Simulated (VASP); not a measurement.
SiC:

```xyz
8
Lattice="3.0757 0.0000 0.0000 -1.5378 2.6636 0.0000 0.0000 0.0000 10.0706" Properties=species:S:1:pos:R:3 pbc="T T T"
Si    0.0000    0.0000    1.8922
Si    0.0000    0.0000    6.9275
Si    0.0000    1.7758    4.4094
Si    1.5378    0.8879    9.4447
C     0.0000    0.0000    0.0046
C     0.0000    0.0000    5.0400
C     0.0000    1.7758    2.5157
C     1.5378    0.8879    7.5510
```

```yaml
Program: VASP 6.6.1
Task: relaxation of cell and atoms
Functional: BLYP
Potentials_or_basis: VASP PAW PBE potentials, release 64 (Si, C)
Cutoff: 600 eV
k_mesh: 10 × 10 × 3
Occupations: fermi-dirac, width 0.05 eV
Spin: no spin polarisation
```

At the start: pressure 9.0 GPa; volume 10.31 Å³/atom.

Q: How do energy, volume and symmetry change on relaxing?

A: Over 5 steps the energy falls by 11.9 meV/atom and the volume is 10.75 Å³/atom (+4.2 %); space group P6_3mc (No. 186, to 0.1 Å) before and after.

Step by step:
```csv
step,energy change (eV),largest force (eV/Å),pressure (GPa),volume (Å³)
1,0.0000,0.0142,8.97,82.50
2,-0.0118,0.0184,-7.31,89.59
3,-0.0956,0.0123,-0.05,86.06
4,-0.0955,0.0122,0.12,85.99
5,-0.0955,0.0086,0.11,85.99
```

Final structure:
```
Si C
1.0
     3.11796    0.00000    0.00000
    -1.55898    2.70024    0.00000
     0.00000    0.00000   10.21369
Si C
4 4
Direct
  0.00000 0.00000 0.18783
  0.00000 0.00000 0.68783
  0.33333 0.66667 0.43791
  0.66667 0.33333 0.93791
  0.00000 0.00000 0.00047
  0.00000 0.00000 0.50047
  0.33333 0.66667 0.24979
  0.66667 0.33333 0.74979
```

Caveat: the PAW data sets were made with another functional, which shifts forces and pressure a little.
